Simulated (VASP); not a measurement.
# BeTe (F-43m) in VASP: a series of runs, part 2 of 2

VASP 6.6.1. The steps go on from the part before.

## (4) Single point, PBEsol

This run uses another cell than the first one, of 20.75 Å³/atom, 1.072 times its volume.

INCAR

```
  ALGO = Normal
  EDIFF = 1E-6
  ENCUT = 520
  GGA = PS
  ISIF = 2
  ISMEAR = 0
  LASPH = T
  LCHARG = F
  LREAL = F
  LWAVE = F
  NBANDS = 11
  NELM = 60
  PREC = Accurate
  SIGMA = 0.01
```

KPOINTS

```
k-points
0
Gamma
  8 8 8
```

POSCAR

```
BeTe
1.0
    2.7479909279      2.7479909279      0.0000000000
   -2.7479909279      2.7479909279      0.0000000000
    0.0000000000      2.7479909279      2.7479909279
Be Te
1 1
Direct
    0.0000000000      0.0000000000      0.0000000000
    0.7500000000      0.2500000000      0.5000000000
```

Potentials or basis: VASP PAW PBE potentials, release 64 (Be, Te).

The run is started by

```
$ cat potpaw_PBE.64/Be/POTCAR potpaw_PBE.64/Te/POTCAR > POTCAR
$ mpirun -np 1 vasp_std > vasp.out
```

OUTCAR:

```text
EDIFF = 1E-6
   ENCUT = 520
   GGA = PS
   ISIF = 2
   ISMEAR = 0
   LASPH = T
   LREAL = F
   NELM = 60
   PREC = Accurate

 ion  position               nearest neighbor table
   1  0.000  0.000  0.000-   2 2.38   2 2.38   2 2.38   2 2.38
   2  0.750  0.250  0.500-   1 2.38   1 2.38   1 2.38   1 2.38

  LATTYP: Found a face centered cubic cell.
 ALAT       =     5.4959818558

  Lattice vectors:

 A1 = (   0.0000000000,   2.7479909279,   2.7479909279)
 A2 = (   2.7479909279,   0.0000000000,   2.7479909279)
 A3 = (   2.7479909279,   2.7479909279,   0.0000000000)

Analysis of symmetry for initial positions (statically):
[... 5 lines left out ...]
 face centered cubic supercell.

 Subroutine GETGRP returns: Found 24 space group operations
 (whereof 24 operations were pure point group operations)
 out of a pool of 48 trial point group operations.

The static configuration has the point symmetry T_d .

Analysis of symmetry for dynamics (positions and initial velocities):
[... 5 lines left out ...]
 face centered cubic supercell.

 Subroutine GETGRP returns: Found 24 space group operations
 (whereof 24 operations were pure point group operations)
 out of a pool of 48 trial point group operations.

[... 150 lines left out ...]

 val. band max:        5.8547642913   @ k =   0.0000   0.0000   0.0000
 cond. band min:       7.5184251131   @ k =   0.5000   0.5000   0.0000
 fundamental gap:      1.6636608218
 Fermi energy:         5.9191378863

 k-point     1 :       0.0000    0.0000    0.0000
  band No.  band energies     occupation
      1      -6.9873      2.00000
      2       5.8548      2.00000
      3       5.8548      2.00000
      4       5.8548      2.00000
      5       9.3839      0.00000
      6       9.3839      0.00000
      7       9.3839      0.00000
      8      10.1322      0.00000
      9      14.1542      0.00000
     10      16.2536      0.00000
     11      16.2536      0.00000
[... 309 lines left out ...]
 k-point    24 :       0.5000    0.2500    0.1250
  band No.  band energies     occupation
      1      -5.1684      2.00000
      2       0.2589      2.00000
      3       2.6688      2.00000
      4       3.7112      2.00000
      5       9.9541      0.00000
      6      10.2845      0.00000
      7      12.7417      0.00000
      8      13.8072      0.00000
      9      14.4143      0.00000
     10      17.5576      0.00000
     11      17.9649      0.00000

 [... further k-points ...]
[... 5 lines left out ...]
  --------------------------------------------------------------------------------------
  -------------------------------------------------------------------------------------
  Total        1.1157768      1.1157768      1.1157768      0.0000000      0.0000000     -0.0000000
  in kB       43.0736850     43.0736850     43.0736850      0.0000000      0.0000000     -0.0000000
  external PRESSURE =      43.0736850 kB  Pullay stress =       0.0000000 kB

 VOLUME and BASIS-vectors are now :
 -----------------------------------------------------------------------------
  energy-cutoff  :      520.00
  volume of cell :       41.50
      direct lattice vectors                 reciprocal lattice vectors
     2.747990928  2.747990928  0.000000000     0.181951110  0.181951110 -0.181951110
    -2.747990928  2.747990928  0.000000000    -0.181951110  0.181951110 -0.181951110
     0.000000000  2.747990928  2.747990928     0.000000000  0.000000000  0.363902220

 POSITION                                       TOTAL-FORCE (eV/Angst)
 -----------------------------------------------------------------------------------
      0.00000      0.00000      0.00000         0.000000     -0.000000      0.000000
      1.37400      4.12199      1.37400        -0.000000      0.000000     -0.000000
 -----------------------------------------------------------------------------------
    total drift:                               -0.000000      0.000000      0.000000

  FREE ENERGIE OF THE ION-ELECTRON SYSTEM (eV)
  ---------------------------------------------------
  free  energy   TOTEN  =        -8.1816174666 eV

  energy  without entropy=       -8.1816174666  energy(sigma->0) =       -8.18161747
```

OSZICAR:

```text
N       E                     dE             d eps       ncg     rms          rms(c)
DAV:   1     0.193960727151E+02    0.19396E+02   -0.32629E+03   638   0.588E+02
DAV:   2    -0.723299226864E+01   -0.26629E+02   -0.25693E+02   828   0.947E+01
DAV:   3    -0.836313698352E+01   -0.11301E+01   -0.11281E+01   826   0.206E+01
DAV:   4    -0.837446823844E+01   -0.11331E-01   -0.11330E-01   781   0.238E+00
DAV:   5    -0.837463505630E+01   -0.16682E-03   -0.16681E-03   807   0.278E-01    0.444E+00
DAV:   6    -0.822954270018E+01    0.14509E+00   -0.15068E-01   740   0.155E+00    0.264E+00
DAV:   7    -0.818168811836E+01    0.47855E-01   -0.13007E-01   763   0.154E+00    0.508E-01
DAV:   8    -0.818148613333E+01    0.20199E-03   -0.65082E-03   728   0.464E-01    0.106E-01
DAV:   9    -0.818160045326E+01   -0.11432E-03   -0.21933E-04   779   0.924E-02    0.360E-02
DAV:  10    -0.818161750262E+01   -0.17049E-04   -0.38482E-05   707   0.303E-02    0.160E-02
DAV:  11    -0.818161746658E+01    0.36035E-07   -0.12145E-06   770   0.678E-03
   1 F= -.81816175E+01 E0= -.81816175E+01  d E =-.332871E-22
```

Wall time 20 s (1 thread of Intel Xeon 8259CL, shared host); peak memory 0.17 GiB.

What came out:

```yaml
Free_energy: -8.1816 eV
Pressure: 4.3 GPa
Band_gap_on_the_k_mesh: 1.66 eV, indirect (least direct gap 3.53 eV)
```

Caveat: the PAW data sets were made with another functional, which shifts forces and pressure a little; spin-orbit coupling is left out, which moves the levels of the heavy elements.

## (5) Overview

```tsv
cell	gap on the mesh (eV)	pressure (GPa)
a = 3.797 Å, angles 60.0, 60.0, 90.0°, 2 atoms	1.47	10.4
a = 3.738 Å, angles 60.0, 60.0, 90.0°, 2 atoms	1.32	15.4
a = 3.886 Å, angles 60.0, 60.0, 90.0°, 2 atoms	1.66	4.3
```

Alike in all rows: task single point; level PBEsol; potentials or basis VASP PAW PBE potentials, release 64 (Be, Te); no spin polarisation; k mesh 8 × 8 × 8; cutoff (eV) 520; smearing gaussian 0.01 eV.

Caveats: the PAW data sets were made with another functional, which shifts forces and pressure a little; spin-orbit coupling is left out, which moves the levels of the heavy elements.

Absolute energies hang on the potentials; compare differences alone.
